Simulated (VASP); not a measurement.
InP, 2 atoms in the cell. It takes space group F-43m (No. 216, cubic). Conventional cell: a = 5.900 Å, b = 5.900 Å, c = 5.900 Å, α = 90.00°, β = 90.00°, γ = 90.00°. Within 3.4 Å of In (site symmetry -43m) lie 4 P at 2.55 Å. P (site symmetry -43m) has 4 In at 2.55 Å within 3.4 Å. 

| Quantity | Value |
| --- | --- |
| Program | VASP 6.6.1 |
| Task | single point |
| Functional | RPBE |
| Dispersion | D4 |
| Potentials or basis | VASP PAW PBE potentials, release 64 (In_d, P) |
| Cutoff | 520 eV |
| k mesh | 8 × 8 × 8 |
| Occupations | fermi-dirac, width 0.05 eV |
| Spin | no spin polarisation |
| Dipole correction | no |
| Further INCAR settings | ALGO = Normal; EDIFF = 1e-06; NBANDS = 16 |

Potentials or basis: VASP PAW PBE potentials, release 64 (In_d, P).

Run with:

```sh
$ cat potpaw_PBE.64/In_d/POTCAR potpaw_PBE.64/P/POTCAR > POTCAR
$ mpirun -np 1 vasp_std > vasp.out
```

Hardware: 1 thread of Intel Xeon 6975P-C, on a shared host.

Q: How long does it take, and how much memory?

A: Wall time 19 s on 1 thread of Intel Xeon 6975P-C (shared host), peak memory 0.18 GiB. Counts: scf iterations 14, k points 29.
